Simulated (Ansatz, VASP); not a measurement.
**YbB2: VASP beside Ansatz**

File INCAR:

```
SYSTEM = YbB2
  ALGO = Normal
  EDIFF = 1E-6
  ENCUT = 520
  GGA = PS
  ISIF = 2
  ISMEAR = 0
  LASPH = .TRUE.
  LCHARG = .FALSE.
  LREAL = .FALSE.
  LWAVE = .FALSE.
  NBANDS = 22
  NELM = 100
  PREC = Accurate
  SIGMA = 0.1
```

KPOINTS

```
k-points
0
G
  12 12 9
  0 0 0
```

POSCAR

```
YbB2
1.0
    3.2503000000      0.0000000000      0.0000000000
   -1.6251500000      2.8148423700      0.0000000000
    0.0000000000      0.0000000000      3.7315000000
Yb B
1 2
Direct
    0.0000000000      0.0000000000      0.0000000000
    0.3333333300      0.6666666700      0.5000000000
    0.6666666700      0.3333333300      0.5000000000
```

Input for Ansatz:

```yaml
crystal:
  lattice:
    - [3.2503, 0.0, 0.0]
    - [-1.62515, 2.81484237, 0.0]
    - [0.0, 0.0, 3.7315]
  atoms:
    - { symbol: Yb, position: [0.0, 0.0, 0.0] }
    - { symbol: B, position: [0.33333333, 0.66666667, 0.5] }
    - { symbol: B, position: [0.6666666700000001, 0.33333333, 0.5] }
kpoints:
  mp_grid:
    grid: [12, 12, 9]
hamiltonian:
  xc: pbesol
  pseudopotentials:
    kind: all_electron
    lapw: {}
scf:
  occupations:
    method: gaussian
    width: 0.1
output:
  forces: true
  stress: true
  eigenvalues: true
```

Alike in both runs: task single point; functional PBEsol; k mesh 12 × 12 × 9; occupations gaussian, width 0.1 eV; no spin polarisation.

|  | VASP | Ansatz |
| --- | --- | --- |
| version | VASP 6.6.1 | Ansatz 0.2.0 |
| potentials or method | VASP PAW PBE potentials, release 64 (Yb, B), cutoff 520 eV | all-electron (LAPW or listed datasets) |

|  | VASP | Ansatz | Ansatz less VASP |
| --- | --- | --- | --- |
| gap on the k mesh at the Fermi level (eV) | none | none | - |
| pressure (GPa) | -2.6 | -2.6 | -0.08 |
| traceless stress, the component that is largest in VASP (GPa) | 4.89 | 4.97 | +0.077 |

VASP's potentials were made for PBE, not for PBEsol. A gap of «none» marks a metal or a gap that the smearing closes. Ansatz ran all-electron here, and VASP with PAW potentials.

Neither program's run includes spin-orbit coupling.
